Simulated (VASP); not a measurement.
# Si4Cl in VASP: a series of runs

Si4Cl is run at these levels: PBE+D3(BJ); tasks: single point.

Everything below comes from runs of VASP 6.6.1. Logs are shortened: lines on timing, memory, paths and dates and some standing lists are left out, and cuts for length are marked.

**1. The cell of the first run**

The cell holds a slab with vacuum, 5 atoms: a = 3.833 Å, b = 3.833 Å, c = 21.008 Å, α = 90.00°, β = 90.00°, γ = 120.00°.

**2. Single point, PBE+D3(BJ), collinear spin**

INCAR

```
PREC     = Accurate       # precision mode
ENCUT    = 400            # plane-wave cutoff, eV
EDIFF    = 1E-6           # SCF threshold, eV
ISMEAR   = 0              # smearing method
SIGMA    = 0.05           # smearing width, eV
LREAL    = False          # projectors in reciprocal space
LASPH    = True           # aspherical terms in the spheres
NELM     = 200            # most SCF steps
ALGO     = Normal         # electronic algorithm
ISIF     = 2              # what is computed and relaxed
LWAVE    = False          # write WAVECAR
LCHARG   = False          # write CHGCAR
ISPIN    = 2              # spin polarisation
MAGMOM   = 0 0 0 0 1      # initial moments
LORBIT   = 11             # projections on sites
LDIPOL   = True         
IDIPOL   = 3            
DIPOL    = 0.5 0.5 0.330
GGA      = PE             # functional
IVDW     = 12             # dispersion correction
NBANDS   = 24             # bands
GGA_COMPAT= False        
NELMDL   = -8
```

KPOINTS

```
regular mesh
0
Gamma
  9 9 1
```

POSCAR

```
Si4Cl
1.0
    3.8333442603      0.0000000000      0.0000000000
   -1.9166721302      3.3197735109      0.0000000000
    0.0000000000      0.0000000000     21.0083834853
Si Cl
4 1
Direct
    0.3333333333      0.6666666667      0.1904001801
    0.0000000000      0.0000000000      0.2276461739
    0.0000000000      0.0000000000      0.3452231042
    0.6666666667      0.3333333333      0.3764394101
    0.8333333333      1.0000000000      0.5097195361
```

Potentials or basis: VASP PAW PBE potentials, release 64 (Si, Cl).

Launch:

```sh
cat potpaw_PBE.64/Si/POTCAR potpaw_PBE.64/Cl/POTCAR > POTCAR
mpirun -np 1 vasp_std > vasp.out
```

OUTCAR:

```text
PREC = Accurate
   ENCUT = 400
   EDIFF = 1E-6
   ISMEAR = 0
   LREAL = False
   LASPH = True
   NELM = 200
   ISIF = 2
   ISPIN = 2
   LORBIT = 11
   GGA = PE
   IVDW = 12
   NELMDL = -8
 IVDW          = 12

 ion  position               nearest neighbor table
   1  0.333  0.667  0.190-   2 2.35   2 2.35   2 2.35
   2  0.000  0.000  0.228-   1 2.35   1 2.35   1 2.35   3 2.47
   3  0.000  0.000  0.345-   4 2.31   4 2.31   4 2.31   2 2.47
   4  0.667  0.333  0.376-   3 2.31   3 2.31   3 2.31
   5  0.833  0.000  0.510-

  LATTYP: Found a hexagonal cell.
 ALAT       =     3.8333442603
 C/A-ratio  =     5.4804322437

  Lattice vectors:

 A1 = (   3.8333442603,   0.0000000000,   0.0000000000)
 A2 = (  -1.9166721302,   3.3197735109,   0.0000000000)
 A3 = (   0.0000000000,   0.0000000000,  21.0083834853)

Analysis of symmetry for initial positions (statically):
=====================================================================
 Subroutine PRICEL returns:
 Original cell was already a primitive cell.

 Routine SETGRP: Setting up the symmetry group for a
 hexagonal supercell.

 Subroutine GETGRP returns: Found  1 space group operations
 (whereof  1 operations were pure point group operations)
 out of a pool of 24 trial point group operations.

The static configuration has the point symmetry C_1 .

Analysis of symmetry for dynamics (positions and initial velocities):
=====================================================================
 Subroutine PRICEL returns:
 Original cell was already a primitive cell.

 Routine SETGRP: Setting up the symmetry group for a
 hexagonal supercell.

 Subroutine GETGRP returns: Found  1 space group operations
 (whereof  1 operations were pure point group operations)
 out of a pool of 24 trial point group operations.

The dynamic configuration has the point symmetry C_1 .

Analysis of structural, dynamic, and magnetic symmetry:
=====================================================================
 Subroutine PRICEL returns:
 Original cell was already a primitive cell.

 Routine SETGRP: Setting up the symmetry group for a
 hexagonal supercell.

 Subroutine GETGRP returns: Found  1 space group operations
 (whereof  1 operations were pure point group operations)
 out of a pool of 24 trial point group operations.

The overall configuration has the point symmetry C_1 .

 Subroutine INISYM returns: Found  1 space group operations
 (whereof  1 operations are pure point group operations),
 and found     1 'primitive' translations

----------------------------------------------------------------------------------------

                                     Primitive cell

  volume of cell :     267.3492

  direct lattice vectors                    reciprocal lattice vectors
     3.833344260  0.000000000  0.000000000     0.260868822  0.150612684  0.000000000
    -1.916672130  3.319773511  0.000000000     0.000000000  0.301225369  0.000000000
     0.000000000  0.000000000 21.008383485     0.000000000  0.000000000  0.047600045

  length of vectors
     3.833344260  3.833344260 21.008383485     0.301225369  0.301225369  0.047600045

  position of ions in fractional coordinates (direct lattice)
     0.333333333  0.666666667  0.190400180
     0.000000000  0.000000000  0.227646174
     0.000000000  0.000000000  0.345223104
     0.666666667  0.333333333  0.376439410
     0.833333333  0.000000000  0.509719536

  ion indices of the primitive-cell ions
   primitive index   ion index
                 1           1
                 2           2
                 3           3
                 4           4
                 5           5

----------------------------------------------------------------------------------------

 KPOINTS: regular mesh

Automatic generation of k-mesh.
 Grid dimensions read from file:
 generate k-points for:    9    9    1

 Generating k-lattice:

  Cartesian coordinates                     Fractional coordinates (reciprocal lattice)
     0.028985425  0.016734743  0.000000000     0.111111111  0.000000000  0.000000000
     0.000000000  0.033469485  0.000000000     0.000000000  0.111111111  0.000000000
     0.000000000  0.000000000  0.047600045     0.000000000  0.000000000  1.000000000

  Length of vectors
     0.033469485  0.033469485  0.047600045

  Shift w.r.t. Gamma in fractional coordinates (k-lattice)
     0.000000000  0.000000000  0.000000000

 Subroutine IBZKPT returns following result:
 ===========================================

 Found     41 irreducible k-points:

 Following reciprocal coordinates:
            Coordinates               Weight
  0.000000  0.000000  0.000000      1.000000
  0.111111  0.000000  0.000000      2.000000
  0.000000  0.111111  0.000000      2.000000
 -0.111111  0.111111  0.000000      2.000000
  0.222222  0.000000  0.000000      2.000000
  0.000000  0.222222  0.000000      2.000000
[... 16 lines left out ...]
  0.333333  0.111111  0.000000      2.000000
 -0.111111  0.444444  0.000000      2.000000
 [... further k-points ...]
   k-points           NKPTS =     41   k-points in BZ     NKDIM =     41   number of bands    NBANDS=     24
   number of dos      NEDOS =    301   number of ions     NIONS =      5
   total plane-waves  NPLWV = 109760
   dimension x,y,z NGX =    28 NGY =   28 NGZ =  140
   dimension x,y,z NGXF=    56 NGYF=   56 NGZF=  280
   ions per type =               4   1
   NGX,Y,Z   is equivalent  to a cutoff of  12.14, 12.14, 11.08 a.u.
   NGXF,Y,Z  is equivalent  to a cutoff of  24.29, 24.29, 22.16 a.u.
 SYSTEM =  unknown system
   PREC   = accura    normal or accurate (medium, high low for compatibility)
   ISTART =      0    job   : 0-new  1-cont  2-samecut
   ICHARG =      2    charge: 1-file 2-atom 10-const
   ISPIN  =      2    spin polarized calculation?
   LNONCOLLINEAR =      F non collinear calculations
   LSORBIT =      F    spin-orbit coupling
   LASPH  =      T    aspherical Exc in radial PAW
   ENCUT  =  400.0 eV  29.40 Ry    5.42 a.u.   6.25  6.25 34.26*2*pi/ulx,y,z
   NELM   =    200;   NELMIN=  2; NELMDL= -8     # of ELM steps
   EDIFF  = 0.1E-05   stopping-criterion for ELM
   LREAL  =      F    real-space projection
[... 7 lines left out ...]
   TEBEG  =    0.0;   TEEND  =   0.0 temperature during run
   PSTRESS=    0.0 pullay stress
   NELECT =      23.0000    total number of electrons
   NUPDOWN=      -1.0000    fix difference up-down
   EMIN   =  10.00;   EMAX   =-10.00  energy-range for DOS
   EFERMI =   0.00;   METHOD = LEGACY
   ISMEAR =     0;   SIGMA  =   0.05  broadening in eV -4-tet -1-fermi 0-gaus
   EFERMI_NEDOS =   21; number of points for ismear=-14 and -15
   IALGO  =     38    algorithm
   IMIX   =      4    mixing-type and parameters
     AMIX     =   0.40;   BMIX     =  1.00
     AMIX_MAG =   1.60;   BMIX_MAG =  1.00
  volume/ion in A,a.u.               =      53.47       360.83
  Fermi-wavevector in a.u.,A,eV,Ry     =   0.722700  1.365704  7.106251  0.522295
  Thomas-Fermi vector in A             =   1.812729
   LORBIT       =     11    0 simple, 1 ext, 2 COOP (PROOUT), +10 PAW based schemes
   GGA     = PE    functional components
   LHFCALC =     F    Hartree Fock is set to
   AEXX    =    0.0000 exact exchange contribution
   IVDW    =    12    specifies the selected vdW correction
   LEPSILON=     F    determine dielectric tensor
   LRPA    =     F    only Hartree local field effects (RPA)
 spin polarized calculation
 Gauss-broadening in eV      SIGMA  =   0.05
  energy-cutoff  :      400.00
  volume of cell :      267.35
 maximum number of plane-waves:      4893
 NGX is ok and might be reduce to    28
   NGX = 13   NGY = 13   NGZ = 69

 dipolmoment           0.000000      0.000000     -0.010830 electrons x Angstroem

 number of electron      23.0000001 magnetization       0.9997766

 dipolmoment           0.000000      0.000000      0.221343 electrons x Angstroem

 Free energy of the ion-electron system (eV)
  ---------------------------------------------------
  ext. energy  EPLUGINS =         0.00000000
  ---------------------------------------------------
  free energy    TOTEN  =       -21.16528314 eV

  energy without entropy =      -21.16212112  energy(sigma->0) =      -21.16370213

 E-fermi :  -2.1076     XC(G=0):  -4.3814

 val. band max:       -2.1117552446   @ k =   0.1111   0.1111   0.0000
 cond. band min:      -2.0943965661   @ k =  -0.3333   0.4444   0.0000
 fundamental gap:      0.0173586786
 Fermi energy:        -2.1075869208

 spin component 1

 k-point     1 :       0.0000    0.0000    0.0000
  band No.  band energies     occupation
      1     -15.2558      1.00000
      2     -13.5789      1.00000
      3     -12.4103      1.00000
      4      -7.2746      1.00000
      5      -4.2208      1.00000
      6      -3.2033      1.00000
[... 613 lines left out ...]
     22       5.4819      0.00000
     23       5.9084      0.00000

 [... further k-points ...]

 spin component 2

 k-point     1 :       0.0000    0.0000    0.0000
  band No.  band energies     occupation
      1     -14.8414      1.00000
      2     -13.4937      1.00000
      3     -12.2930      1.00000
      4      -7.0681      1.00000
      5      -3.9058      1.00000
      6      -3.1473      1.00000
[... 613 lines left out ...]
     22       5.6596      0.00000
     23       6.0341      0.00000

 [... further k-points ...]

 [bands above 23 left out]

------------------------ aborting loop because EDIFF is reached ----------------------------------------

 vacuum level on the upper side and lower side of the slab       (xc-potential included)         1.528        -1.529

 Edisp (eV)   -1.21122

 E8    (eV) :    -0.5119

  FORCE on cell =-STRESS in cart. coord.  units (eV):
  Direction    XX          YY          ZZ          XY          YZ          ZX
  --------------------------------------------------------------------------------------
  -------------------------------------------------------------------------------------
  Total      -0.42584    -0.54683    -5.11689     0.31737     0.47602    -1.00341
  in kB      -2.55199    -3.27705   -30.66464     1.90196     2.85270    -6.01324
  external pressure =      -12.16 kB  Pullay stress =        0.00 kB

 VOLUME and BASIS-vectors are now :
 -----------------------------------------------------------------------------
  energy-cutoff  :      400.00
  volume of cell :      267.35
      direct lattice vectors                 reciprocal lattice vectors
     3.833344260  0.000000000  0.000000000     0.260868822  0.150612684  0.000000000
    -1.916672130  3.319773511  0.000000000     0.000000000  0.301225369  0.000000000
     0.000000000  0.000000000 21.008383485     0.000000000  0.000000000  0.047600045

 POSITION                                       TOTAL-FORCE (eV/Angst)
 -----------------------------------------------------------------------------------
     -0.00000      2.21318      4.00000         0.010876     -0.000607      0.478983
      0.00000      0.00000      4.78248         0.052732     -0.010120     -0.155319
      0.00000      0.00000      7.25258        -0.062978      0.021355     -0.072607
      1.91667      1.10659      7.90838         0.298041     -0.173352      1.092142
      3.19445      0.00000     10.70838        -0.298672      0.162725     -1.343199
 -----------------------------------------------------------------------------------
    total drift:                                0.000120     -0.000002     -0.000141

  FREE ENERGIE OF THE ION-ELECTRON SYSTEM (eV)
  ---------------------------------------------------
  free  energy   TOTEN  =       -22.3765034631 eV

  energy  without entropy=      -22.3733414449  energy(sigma->0) =      -22.37492245

 vacuum level on the upper side and lower side of the slab         5.871         2.757

 total charge

# of ion       s       p       d       tot
------------------------------------------
    1        0.798   0.851   0.000   1.649
    2        0.765   0.895   0.000   1.661
    3        0.767   0.914   0.000   1.681
    4        0.796   0.822   0.000   1.618
    5        1.619   3.331   0.000   4.950
--------------------------------------------------
tot          4.746   6.813   0.000  11.559

 magnetization (x)

# of ion       s       p       d       tot
------------------------------------------
    1        0.025   0.132   0.000   0.157
    2        0.001   0.005   0.000   0.006
    3        0.005   0.029   0.000   0.035
    4        0.003   0.000   0.000   0.004
    5        0.006   0.319   0.000   0.326
--------------------------------------------------
tot          0.041   0.486   0.000   0.527
```

Wall time 16 min (1 thread of Intel Xeon 6975P-C (Granite Rapids), shared host); peak memory 0.55 GiB.

What came out:

- Free energy: -22.3765 eV
- Largest force: 1.386 eV/Å
- Band gap on the k mesh: zero (filled and empty bands overlap)
- Net moment: 1.00 μB per cell
- Site moments: Si +0.16, +0.01, +0.04, +0.00; Cl +0.33 μB
- Valence electrons inside the program's atomic spheres: Si 1.65, 1.66, 1.68, 1.62; Cl 4.95
- Dispersion energy per atom: -0.242 eV

Forces in eV/Å, atoms in the order of the input:
```
Si   0.011 -0.001  0.479
Si   0.053 -0.010 -0.155
Si  -0.063  0.021 -0.073
Si   0.298 -0.173  1.092
Cl  -0.299  0.163 -1.343
```

Levels at points of the mesh, in eV from the Fermi level:
Spin up:
| k point | band 10 | band 11 | band 12 | band 13 | band 14 | band 15 |
| --- | --- | --- | --- | --- | --- | --- |
| (0.00, 0.00, 0.00) | -0.32 | -0.24 | -0.22 | 1.55 | 2.44 | 2.73 |
Spin down:
```
           k point  band 7  band 8  band 9  band 10  band 11  band 12  band 13  band 14  band 15  band 16
(0.00, 0.00, 0.00)   -1.03   -0.27   -0.23    -0.18     0.13     0.21     1.70     2.56     3.01     3.18
```

**3. Single point, PBE+D3(BJ), collinear spin**

INCAR is that of step 2.

KPOINTS

```
Automatic mesh
0
Gamma
  9 9 1
```

POSCAR: that of step 2 with these lines changed.

```diff
@@ -12,2 +12,2 @@
     0.6666666667      0.3333333333      0.3764394101
-    0.8333333333      1.0000000000      0.5097195361
+    1.1666666667      0.6666666667      0.5097195361
```

Potentials or basis: VASP PAW PBE potentials, release 64 (Si, Cl).

Launch:

```sh
cat potpaw_PBE.64/Si/POTCAR potpaw_PBE.64/Cl/POTCAR > POTCAR
mpirun -np 1 vasp_std > vasp.out
```

It took 18 min on 1 thread of Intel Xeon 6975P-C (Granite Rapids), shared host; peak memory 0.56 GiB.

The run converged. Its results:

| Item | Value |
| --- | --- |
| Free energy | -22.4008 eV |
| Largest force | 1.400 eV/Å |
| Band gap on the k mesh | zero (filled and empty bands overlap) |
| Net moment | 1.00 μB per cell |
| Site moments | Si +0.16, +0.01, +0.04, -0.00; Cl +0.33 μB |
| Valence electrons inside the program's atomic spheres | Si 1.65, 1.66, 1.69, 1.61; Cl 4.95 |
| Dispersion energy per atom | -0.243 eV |

Forces on the atoms (eV/Å):
```
Si   0.001  0.003  0.474
Si   0.001  0.020 -0.125
Si  -0.040 -0.029 -0.155
Si   0.296  0.168  1.172
Cl  -0.257 -0.163 -1.366
```

Levels at points of the mesh, in eV from the Fermi level:
Spin up:
```tsv
k point	band 8	band 9	band 10	band 11	band 12	band 13	band 14	band 15	band 16	band 17
(0.00, 0.00, 0.00)	-0.70	-0.38	-0.35	-0.26	-0.25	1.48	2.48	2.70	3.14	3.17
```
Spin down:
```tsv
k point	band 7	band 8	band 9	band 10	band 11	band 12	band 13	band 14	band 15	band 16
(0.00, 0.00, 0.00)	-1.02	-0.29	-0.24	-0.23	0.13	0.22	1.62	2.61	2.97	3.19
```
